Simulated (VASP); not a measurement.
Input of a VASP 6.6.1 run:

Contents of INCAR:

```
SYSTEM = Rh2C
PREC = Accurate ; ENCUT = 520
EDIFF = 1E-7 ; ISMEAR = 0
SIGMA = 0.1 ; LREAL = .FALSE.
LASPH = .TRUE. ; NELM = 60
ALGO = Normal ; ISIF = 2
LWAVE = .FALSE. ; LCHARG = .TRUE.
GGA = PE ; LELF = .TRUE.
LVHAR = .TRUE. ; NBANDS = 24
```

Contents of KPOINTS:

```
Automatic mesh
0
G
  6 6 6
  0 0 0
```

Contents of POSCAR:

```
Rh2C
1.0
    1.5670210176      0.9047200063      4.1974711362
   -1.5670210176      0.9047200063      4.1974711362
    0.0000000000     -1.8094400127      4.1974711362
Rh C
2 1
Direct
    0.7477551942      0.7477551942      0.7477551942
    0.2522448058      0.2522448058      0.2522448058
    0.0000000000      0.0000000000      0.0000000000
```

Potentials or basis: VASP PAW PBE potentials, release 64 (Rh_pv, C).

Command:

```bash
$ cat potpaw_PBE.64/Rh_pv/POTCAR potpaw_PBE.64/C/POTCAR > POTCAR
$ mpirun -np 1 vasp_std > vasp.out
```

Problem. Estimate the pressure.

Solution. 0.3 GPa.

Problem. Predict the largest force.

Solution. 0.013 eV/Å.

Problem. Estimate the band gap on the k mesh.

Solution. Zero (band 17 reaches 10.91 eV, above the bottom of band 18 at 8.80 eV).

Forces on the atoms (eV/Å):
```
Rh   0.000  0.000  0.013
Rh   0.000  0.000 -0.013
C    0.000  0.000  0.000
```

Caveat: the k points lie up to 0.39 Å⁻¹ apart.
